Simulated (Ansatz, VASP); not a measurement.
**Sb in VASP and in Ansatz**

File INCAR:

```
SYSTEM = Sb
  PREC = Accurate
  ENCUT = 500
  EDIFF = 1E-6
  ISMEAR = -1
  SIGMA = 0.1
  LREAL = .FALSE.
  LASPH = .TRUE.
  NELM = 120
  ALGO = Normal
  ISIF = 2
  LWAVE = .FALSE.
  LCHARG = .TRUE.
  GGA = B5
  ALDAX = 1.0
  AGGAX = 1.0
  AGGAC = 1.0
  ALDAC = 0.0
  LELF = .TRUE.
  LVHAR = .TRUE.
  NBANDS = 8
  GGA_COMPAT = .FALSE.
```

The input KPOINTS:

```
Automatic mesh
0
G
  11 11 11
  0 0 0
```

The input POSCAR:

```
Sb
1.0
    3.3119048437      0.0000000000      0.0000000000
    0.0000000000      3.3119048437      0.0000000000
    0.0000000000      0.0000000000      3.3119048437
Sb
1
Direct
    0.0000000000      0.0000000000      0.0000000000
```

Input for Ansatz:

```yaml
crystal:
  lattice:
    - [3.3119048437, 0.0, 0.0]
    - [0.0, 3.3119048437, 0.0]
    - [0.0, 0.0, 3.3119048437]
  atoms:
    - { symbol: Sb, position: [0.0, 0.0, 0.0] }
hamiltonian:
  xc: blyp
  pseudopotentials:
    kind: paw
    azcp:
      Sb: "pseudopotentials/Sb.paw.azcp"
basis:
  ecutwfc: 420
  fft_grid_basis: typed
kpoints:
  mp_grid: { grid: [11, 11, 11], shift: [0, 0, 0] }
magnetization:
  spin_polarized: false
scf:
  occupations: { method: fermi_dirac, width: 0.1 }
  lower_state_search: "off"
output:
  stress: true
  write_density: true
  write_potential: true
  elf: true
  volumetric_format: npy
```

Alike in both runs: task single point; functional BLYP; k mesh 11 × 11 × 11; occupations fermi-dirac, width 0.1 eV; no spin polarisation.

|  | VASP | Ansatz |
| --- | --- | --- |
| version | VASP 6.6.1 | Ansatz 0.2.0 |
| potentials or method | VASP PAW PBE potentials, release 64 (Sb), cutoff 500 eV | plane waves (420 eV) with PAW, scalar-relativistic |
| valence electrons in the cell | 5 | 15 |

|  | VASP | Ansatz | Ansatz less VASP |
| --- | --- | --- | --- |
| pressure (GPa) | -3.4 | -3.5 | -0.09 |

VASP's potentials were made for PBE, not for BLYP. VASP's potentials hold 5 valence electrons a cell and Ansatz's 15, so a difference there can come from the potentials and not from the codes.

Spin-orbit coupling is off throughout.
